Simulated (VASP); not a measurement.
# Ag (P6_3/mmc) in VASP: further runs

Runs on Ag. Level: PBE. Tasks: single point.

All numbers are computed with VASP 6.6.1; they aren't measurements. Logs are shortened: lines on timing, memory, paths and dates and some standing lists are left out, and cuts for length are marked.

## 1. The cell of the first run

It takes space group P6_3/mmc (No. 194, hexagonal). The conventional cell has a = 2.922 Å, b = 2.922 Å, c = 9.655 Å, α = 90.00°, β = 90.00°, γ = 120.00°. Within 3.8 Å of Ag (site symmetry -6m2) lie 12 Ag at 2.92 to 2.94 Å. Within 3.8 Å of Ag (site symmetry -3m) lie 12 Ag at 2.92 to 2.94 Å.

This isn't the form of Ag at room conditions, which is fcc.

## 2. Single point, PBE

Input file INCAR:

```
PREC = Accurate ; ENCUT = 520
EDIFF = 1E-6 ; ISMEAR = -1
SIGMA = 0.1 ; LREAL = False
LASPH = True ; NELM = 80
ALGO = Normal ; ISIF = 2
LWAVE = False ; LCHARG = True
GGA = PE ; LELF = True
LVHAR = True ; NBANDS = 30
```

Input file KPOINTS:

```
regular mesh
0
Gamma
  13 13 3
```

Input file POSCAR:

```
Ag
1.0
    2.9218963700      0.0000000000      0.0000000000
   -1.4609481850      2.5304364837      0.0000000000
    0.0000000000      0.0000000000      9.6550245863
Ag
4
Direct
    0.3333333333      0.6666666667      0.2500000000
    0.6666666667      0.3333333333      0.7500000000
    0.0000000000      0.0000000000      0.0000000000
    0.0000000000      0.0000000000      0.5000000000
```

Potentials or basis: VASP PAW PBE potentials, release 64 (Ag).

Command:

```
cat potpaw_PBE.64/Ag/POTCAR > POTCAR
mpirun -np 1 vasp_std > vasp.out
```

OUTCAR:

```text
PREC = Accurate
   ENCUT = 520
   EDIFF = 1E-6
   ISMEAR = -1
   LREAL = False
   LASPH = True
   NELM = 80
   ISIF = 2
   GGA = PE

 ion  position               nearest neighbor table
   1  0.333  0.667  0.250-   3 2.94   4 2.94   3 2.94   4 2.94   3 2.94   4 2.94
   2  0.667  0.333  0.750-   3 2.94   4 2.94   3 2.94   4 2.94   3 2.94   4 2.94
   3  0.000  0.000  0.000-   1 2.94   2 2.94   2 2.94   1 2.94   2 2.94   1 2.94
   4  0.000  0.000  0.500-   1 2.94   2 2.94   2 2.94   1 2.94   2 2.94   1 2.94

  LATTYP: Found a hexagonal cell.
 ALAT       =     2.9218963700
 C/A-ratio  =     3.3043692738

  Lattice vectors:

 A1 = (   2.9218963700,   0.0000000000,   0.0000000000)
 A2 = (  -1.4609481850,   2.5304364837,   0.0000000000)
 A3 = (   0.0000000000,   0.0000000000,   9.6550245863)

Analysis of symmetry for initial positions (statically):
=====================================================================
 Subroutine PRICEL returns:
 Original cell was already a primitive cell.

 Routine SETGRP: Setting up the symmetry group for a
 hexagonal supercell.

 Subroutine GETGRP returns: Found 24 space group operations
 (whereof 12 operations were pure point group operations)
 out of a pool of 24 trial point group operations.

The static configuration has the point symmetry D_3d.
 The point group associated with its full space group is D_6h.

Analysis of symmetry for dynamics (positions and initial velocities):
=====================================================================
 Subroutine PRICEL returns:
 Original cell was already a primitive cell.

 Routine SETGRP: Setting up the symmetry group for a
 hexagonal supercell.

 Subroutine GETGRP returns: Found 24 space group operations
 (whereof 12 operations were pure point group operations)
 out of a pool of 24 trial point group operations.

The dynamic configuration has the point symmetry D_3d.
 The point group associated with its full space group is D_6h.

 Subroutine INISYM returns: Found 24 space group operations
 (whereof 12 operations are pure point group operations),
 and found     1 'primitive' translations

----------------------------------------------------------------------------------------

                                     Primitive cell

  volume of cell :      71.3861

  direct lattice vectors                    reciprocal lattice vectors
     2.921896370  0.000000000  0.000000000     0.342243486  0.197594369  0.000000000
    -1.460948185  2.530436484  0.000000000     0.000000000  0.395188738  0.000000000
     0.000000000  0.000000000  9.655024586     0.000000000  0.000000000  0.103573014

  length of vectors
     2.921896370  2.921896370  9.655024586     0.395188738  0.395188738  0.103573014

  position of ions in fractional coordinates (direct lattice)
     0.333333333  0.666666667  0.250000000
     0.666666667  0.333333333  0.750000000
     0.000000000  0.000000000  0.000000000
     0.000000000  0.000000000  0.500000000

  ion indices of the primitive-cell ions
   primitive index   ion index
                 1           1
                 2           2
                 3           3
                 4           4

----------------------------------------------------------------------------------------

 KPOINTS: regular mesh

Automatic generation of k-mesh.
 Grid dimensions read from file:
 generate k-points for:   13   13    3

 Generating k-lattice:

  Cartesian coordinates                     Fractional coordinates (reciprocal lattice)
     0.026326422  0.015199567  0.000000000     0.076923077  0.000000000  0.000000000
     0.000000000  0.030399134  0.000000000     0.000000000  0.076923077  0.000000000
     0.000000000  0.000000000  0.034524338     0.000000000  0.000000000  0.333333333

  Length of vectors
     0.030399134  0.030399134  0.034524338

  Shift w.r.t. Gamma in fractional coordinates (k-lattice)
     0.000000000  0.000000000  0.000000000

 Subroutine IBZKPT returns following result:
 ===========================================

 Found     42 irreducible k-points:

 Following reciprocal coordinates:
            Coordinates               Weight
  0.000000  0.000000  0.000000      1.000000
  0.076923  0.000000  0.000000      6.000000
  0.153846  0.000000  0.000000      6.000000
  0.230769  0.000000  0.000000      6.000000
  0.307692  0.000000  0.000000      6.000000
  0.384615  0.000000  0.000000      6.000000
[... 16 lines left out ...]
  0.076923  0.000000  0.333333     12.000000
  0.153846  0.000000  0.333333     12.000000
 [... further k-points ...]
   k-points           NKPTS =     42   k-points in BZ     NKDIM =     42   number of bands    NBANDS=     30
   number of dos      NEDOS =    301   number of ions     NIONS =      4
   total plane-waves  NPLWV =  41472
   dimension x,y,z NGX =    24 NGY =   24 NGZ =   72
   dimension x,y,z NGXF=    48 NGYF=   48 NGZF=  144
   ions per type =               4
   NGX,Y,Z   is equivalent  to a cutoff of  13.66, 13.66, 12.40 a.u.
   NGXF,Y,Z  is equivalent  to a cutoff of  27.31, 27.31, 24.79 a.u.
 SYSTEM =  unknown system
   PREC   = accura    normal or accurate (medium, high low for compatibility)
   ISTART =      0    job   : 0-new  1-cont  2-samecut
   ICHARG =      2    charge: 1-file 2-atom 10-const
   ISPIN  =      1    spin polarized calculation?
   LNONCOLLINEAR =      F non collinear calculations
   LSORBIT =      F    spin-orbit coupling
   LASPH  =      T    aspherical Exc in radial PAW
   ENCUT  =  520.0 eV  38.22 Ry    6.18 a.u.   5.43  5.43 17.95*2*pi/ulx,y,z
   NELM   =     80;   NELMIN=  2; NELMDL= -5     # of ELM steps
   EDIFF  = 0.1E-05   stopping-criterion for ELM
   LREAL  =      F    real-space projection
   EDIFFG = 0.1E-04   stopping-criterion for IOM
   NSW    =      0    number of steps for IOM
   IBRION =     -1    ionic relax: 0-MD 1-quasi-New 2-CG
   NFREE  =      0    steps in history (QN), initial steepest desc. (CG)
   ISIF   =      2    stress and relaxation
   ISYM   =      2    0-nonsym 1-usesym 2-fastsym
   POTIM  = 0.5000    time-step for ionic-motion
   TEBEG  =    0.0;   TEEND  =   0.0 temperature during run
   PSTRESS=    0.0 pullay stress
   NELECT =      44.0000    total number of electrons
   NUPDOWN=      -1.0000    fix difference up-down
   EMIN   =  10.00;   EMAX   =-10.00  energy-range for DOS
   EFERMI =   0.00;   METHOD = LEGACY
   ISMEAR =    -1;   SIGMA  =   0.10  broadening in eV -4-tet -1-fermi 0-gaus
   EFERMI_NEDOS =   21; number of points for ismear=-14 and -15
   IALGO  =     38    algorithm
   IMIX   =      4    mixing-type and parameters
     AMIX     =   0.40;   BMIX     =  1.00
     AMIX_MAG =   1.60;   BMIX_MAG =  1.00
  volume/ion in A,a.u.               =      17.85       120.43
  Fermi-wavevector in a.u.,A,eV,Ry     =   1.393225  2.632813 26.409931  1.941075
  Thomas-Fermi vector in A             =   2.516891
   LORBIT       =      0    0 simple, 1 ext, 2 COOP (PROOUT), +10 PAW based schemes
   GGA     = PE    functional components
   LHFCALC =     F    Hartree Fock is set to
   AEXX    =    0.0000 exact exchange contribution
   IVDW    =     0    specifies the selected vdW correction
   LEPSILON=     F    determine dielectric tensor
   LRPA    =     F    only Hartree local field effects (RPA)
 non-spin polarized calculation
  energy-cutoff  :      520.00
  volume of cell :       71.39
 maximum number of plane-waves:      1968
 NGX is ok and might be reduce to    24
   NGX = 11   NGY = 11   NGZ = 35

 number of electron      44.0000001 magnetization

 Free energy of the ion-electron system (eV)
  ---------------------------------------------------
  ext. energy  EPLUGINS =         0.00000000
  ---------------------------------------------------
  free energy    TOTEN  =       -10.88380600 eV

  energy without entropy =      -10.84459780  energy(sigma->0) =      -10.86420190

 E-fermi :   7.9676     XC(G=0): -11.9395

 val. band max:        7.9125153179   @ k =   0.0769   0.0000   0.0000
 cond. band min:       7.9982186478   @ k =   0.2308   0.2308   0.0000
 fundamental gap:      0.0857033299
 Fermi energy:         7.9675793902

 k-point     1 :       0.0000    0.0000    0.0000
  band No.  band energies     occupation
      1       0.3730      2.00000
      2       1.6684      2.00000
      3       1.6696      2.00000
      4       1.6802      2.00000
      5       3.1162      2.00000
      6       3.1558      2.00000
[... 22 lines left out ...]
     29      23.4576      0.00000
     30      24.2930      0.00000

 k-point     2 :       0.0769    0.0000    0.0000
  band No.  band energies     occupation
      1       0.5328      2.00000
      2       1.7748      2.00000
      3       1.8063      2.00000
      4       1.8066      2.00000
      5       3.0651      2.00000
      6       3.1155      2.00000
[... 22 lines left out ...]
     29      23.3256      0.00000
     30      23.5917      0.00000

 k-point     3 :       0.1538    0.0000    0.0000
  band No.  band energies     occupation
      1       0.9828      2.00000
      2       1.9976      2.00000
      3       2.1460      2.00000
      4       2.1516      2.00000
      5       2.7867      2.00000
      6       2.9266      2.00000
[... 22 lines left out ...]
     29      21.8641      0.00000
     30      21.8832      0.00000

 k-point     4 :       0.2308    0.0000    0.0000
  band No.  band energies     occupation
      1       1.5800      2.00000
      2       2.1073      2.00000
      3       2.2786      2.00000
      4       2.3935      2.00000
      5       2.6067      2.00000
      6       2.6709      2.00000
[... 22 lines left out ...]
     29      19.3740      0.00000
     30      19.6677      0.00000

 k-point     5 :       0.3077    0.0000    0.0000
  band No.  band energies     occupation
      1       1.8683      2.00000
      2       1.9996      2.00000
      3       2.0498      2.00000
      4       2.3350      2.00000
      5       2.4738      2.00000
      6       2.5840      2.00000
[... 22 lines left out ...]
     29      19.8444      0.00000
     30      19.9162      0.00000
[... 526 lines left out ...]
     29      13.8580      0.00000
     30      16.3405      0.00000

 k-point    22 :       0.0000    0.0000    0.3333
  band No.  band energies     occupation
      1       0.5761      2.00000
      2       1.1216      2.00000
      3       1.7171      2.00000
      4       1.7829      2.00000
      5       3.0522      2.00000
      6       3.0803      2.00000
[... 22 lines left out ...]
     29      23.4773      0.00000
     30      23.6627      0.00000

 k-point    23 :       0.0769    0.0000    0.3333
  band No.  band energies     occupation
      1       0.7322      2.00000
      2       1.2690      2.00000
      3       1.8159      2.00000
      4       1.8959      2.00000
      5       2.9803      2.00000
      6       3.0349      2.00000
[... 22 lines left out ...]
     29      23.1862      0.00000
     30      23.5613      0.00000

 k-point    24 :       0.1538    0.0000    0.3333
  band No.  band energies     occupation
      1       1.1635      2.00000
      2       1.6481      2.00000
      3       2.0569      2.00000
      4       2.1707      2.00000
      5       2.8554      2.00000
      6       2.9299      2.00000
[... 22 lines left out ...]
     29      21.9598      0.00000
     30      22.8912      0.00000

 [... further k-points ...]

------------------------ aborting loop because EDIFF is reached ----------------------------------------

  FORCE on cell =-STRESS in cart. coord.  units (eV):
  Direction    XX          YY          ZZ          XY          YZ          ZX
  --------------------------------------------------------------------------------------
  -------------------------------------------------------------------------------------
  Total       -0.0565333     -0.0565333     -0.0598699      0.0000000      0.0000000      0.0000000
  in kB       -1.2688234     -1.2688234     -1.3437102      0.0000000      0.0000000      0.0000000
  external PRESSURE =      -1.2937857 kB  Pullay stress =       0.0000000 kB

 VOLUME and BASIS-vectors are now :
 -----------------------------------------------------------------------------
  energy-cutoff  :      520.00
  volume of cell :       71.39
      direct lattice vectors                 reciprocal lattice vectors
     2.921896370  0.000000000  0.000000000     0.342243486  0.197594369  0.000000000
    -1.460948185  2.530436484  0.000000000     0.000000000  0.395188738  0.000000000
     0.000000000  0.000000000  9.655024586     0.000000000  0.000000000  0.103573014

 POSITION                                       TOTAL-FORCE (eV/Angst)
 -----------------------------------------------------------------------------------
     -0.00000      1.68696      2.41376        -0.000000      0.000000     -0.000000
      1.46095      0.84348      7.24127         0.000000     -0.000000      0.000000
      0.00000      0.00000      0.00000         0.000000      0.000000     -0.000000
      0.00000      0.00000      4.82751         0.000000      0.000000     -0.000000
 -----------------------------------------------------------------------------------
    total drift:                               -0.000000      0.000000      0.000000

  FREE ENERGIE OF THE ION-ELECTRON SYSTEM (eV)
  ---------------------------------------------------
  free  energy   TOTEN  =       -10.8838060021 eV

  energy  without entropy=      -10.8445977967  energy(sigma->0) =      -10.86420190
```

Run time: 33 s. Hardware: 1 thread of Intel Xeon 6975P-C (Granite Rapids), shared host; peak memory 0.22 GiB.

What came out:

```yaml
Free_energy: -10.8838 eV
Pressure: -0.1 GPa
Band_gap_on_the_k_mesh: zero (bands 22 and 23 overlap by 6.46 eV)
```

## 3. Single point, PBE (15.70 Å³/atom)

This run uses another cell than the first one, of 15.70 Å³/atom.

Input file INCAR:

```
SYSTEM = Ag
PREC = Accurate
ENCUT = 520
EDIFF = 1E-6
ISMEAR = -1
SIGMA = 0.1
LREAL = .False.
LASPH = .True.
NELM = 60
ALGO = Normal
ISIF = 2
LWAVE = .False.
LCHARG = .False.
GGA = PE
NBANDS = 30
```

Input file KPOINTS:

```
Automatic mesh
0
Gamma
  16 16 5
  0 0 0
```

Input file POSCAR:

```
Ag
1.0
    2.8000064575      0.0000000000      0.0000000000
   -1.4000032288      2.4248767230      0.0000000000
    0.0000000000      0.0000000000      9.2522553046
Ag
4
Direct
    0.3333333333      0.6666666667      0.2500000000
    0.6666666667      0.3333333333      0.7500000000
    0.0000000000      0.0000000000      0.0000000000
    0.0000000000      0.0000000000      0.5000000000
```

Potentials or basis: VASP PAW PBE potentials, release 64 (Ag).

Command:

```
cat potpaw_PBE.64/Ag/POTCAR > POTCAR
mpirun -np 1 vasp_std > vasp.out
```

Wall time 63 s (1 thread of Intel Xeon 6975P-C (Granite Rapids), shared host); peak memory 0.27 GiB.

It converged, with:

```yaml
Free_energy: -10.4880 eV
Pressure: 16.7 GPa
Band_gap_on_the_k_mesh: zero (bands 22 and 23 overlap by 7.04 eV)
```

Stress tensor (GPa, compression positive):
```
17.31  0.00  0.00
 0.00 17.31  0.00
 0.00  0.00 15.43
```

Levels at points of the mesh, in eV from the Fermi level:
```
           k point  band 18  band 19  band 20  band 21  band 22  band 23  band 24  band 25  band 26  band 27
(0.00, 0.00, 0.00)    -3.75    -3.75    -3.52    -3.52    -3.07    -3.07    -0.71     3.93    11.52    11.56
(0.50, 0.00, 0.00)    -2.84    -2.82    -2.81    -0.32     0.63     1.18     1.73     4.85     4.91     7.83
```

Caveat: the cell stands under pressure.

The gap in the log of VASP goes by the Fermi energy; the results here count the filled bands.